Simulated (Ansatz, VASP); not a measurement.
# BeTe in VASP and in Ansatz

File INCAR:

```
ALGO = Normal ; EDIFF = 1E-6
ENCUT = 520 ; GGA = PE
ISIF = 2 ; ISMEAR = -1
LASPH = True ; LCHARG = False
LREAL = False ; LWAVE = False
NBANDS = 11 ; NELM = 100
PREC = Accurate ; SIGMA = 0.1
```

Contents of KPOINTS:

```
k-points
0
Gamma
  13 13 13
```

POSCAR

```
BeTe
1.0
    0.0000000000      2.8322687573      2.8322687573
    2.8322687573      0.0000000000      2.8322687573
    2.8322687573      2.8322687573      0.0000000000
Be Te
1 1
Direct
    0.0000000000      0.0000000000      0.0000000000
    0.2500000000      0.2500000000      0.2500000000
```

Input for Ansatz:

```yaml
crystal:
  lattice:
    - [0.0, 2.8322687573, 2.8322687573]
    - [2.8322687573, 0.0, 2.8322687573]
    - [2.8322687573, 2.8322687573, 0.0]
  atoms:
    - { symbol: Be, position: [0.0, 0.0, 0.0] }
    - { symbol: Te, position: [0.25, 0.25, 0.25] }
kpoints:
  mp_grid: { grid: [13, 13, 13] }
  band_path:
    path:
      - [0.0, 0.0, 0.0]
      - [-0.5, -0.5, 0.0]
      - [-0.375, -0.375, 0.25]
      - [-0.375, 0.0, 0.375]
      - [0.0, 0.0, 0.0]
      - [0.0, 0.0, 0.5]
      - [-0.5, -0.25, 0.25]
      - [-0.5, -0.5, 0.0]
    npoints: 8
scf:
  occupations: { method: fermi_dirac, width: 0.1 }
hamiltonian:
  xc: pbe
  pseudopotentials: { kind: paw }
output:
  forces: true
  stress: true
  eigenvalues: true
  populations: true
  dos: { projected: true, de: 0.2, e_range: [-14, 8] }
```

Change from the starting cell: volume scaled by 1, PAW files.

Alike in both runs: task single point; functional PBE; k mesh 13 × 13 × 13; occupations fermi-dirac, width 0.1 eV; no spin polarisation.

```csv
,VASP,Ansatz
version,VASP 6.6.1,Ansatz 0.2.0
potentials or method,"VASP PAW PBE potentials, release 64 (Be, Te)","PAW with Ansatz's default frozen-core files, scalar-relativistic"
plane-wave cutoff (eV),520,420
valence electrons in the cell,8,18
```

VASP gave:

```
pressure (GPa) : 0.1
```

Which values does Ansatz return?

Pressure (GPa): 0.0.

With one functional, cell and mesh, what is left measures potentials, basis and numerics. VASP's potentials hold 8 valence electrons a cell and Ansatz's 18, so a difference there can come from the potentials and not from the codes.

Spin-orbit coupling is off throughout.
